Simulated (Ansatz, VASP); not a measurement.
**W in VASP and in Ansatz**

```
W
1.0
    -1.59566    1.59566    1.59566
     1.59566   -1.59566    1.59566
     1.59566    1.59566   -1.59566
W
1
Cartesian
  0.0000 0.0000 0.0000
```

Change from the starting cell: volume scaled by 1.02, PAW files.

Alike in both runs: task electric field gradients; functional r2SCAN; k mesh 16 × 16 × 16; occupations fermi-dirac, width 0.03 eV; no spin polarisation.

|  | VASP | Ansatz |
| --- | --- | --- |
| version | VASP 6.6.1 | Ansatz 0.2.0 |
| potentials or method | VASP PAW PBE potentials, release 64 (W_sv) | PAW with Ansatz's default frozen-core files, scalar-relativistic |
| plane-wave cutoff (eV) | 520 | 500 |
| valence electrons in the cell | 14 | 14 |

|  | VASP | Ansatz | Ansatz less VASP |
| --- | --- | --- | --- |
| pressure (GPa) | -5.2 | -6.4 | -1.18 |

VASP's potentials were made for PBE, not for r2SCAN. The functional is the same, so the differences come from potentials, cutoffs and numerics.

Spin-orbit coupling is off throughout.
